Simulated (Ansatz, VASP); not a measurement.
MgS: VASP beside Ansatz

```
Mg S
1.0
     0.00000    2.63589    2.63589
     2.63589    0.00000    2.63589
     2.63589    2.63589    0.00000
Mg S
1 1
Direct
  0.00000 0.00000 0.00000
  0.50000 0.50000 0.50000
```

Change from the starting cell: volume scaled by 1.04.

Alike in both runs: task single point; functional PBE; k mesh 8 × 8 × 8; occupations fermi-dirac, width 0.01 eV; no spin polarisation.

|  | VASP | Ansatz |
| --- | --- | --- |
| version | VASP 6.6.1 | Ansatz 0.2.0 |
| potentials or method | VASP PAW PBE potentials, release 64 (Mg, S), cutoff 520 eV | all-electron LAPW, scalar-relativistic |

```csv
,VASP,Ansatz,Ansatz less VASP
gap on the k mesh at the Fermi level (eV),2.69,2.70,+0.013
pressure (GPa),-2.0,-1.7,+0.28
```

Ansatz ran all-electron here, and VASP with PAW potentials.
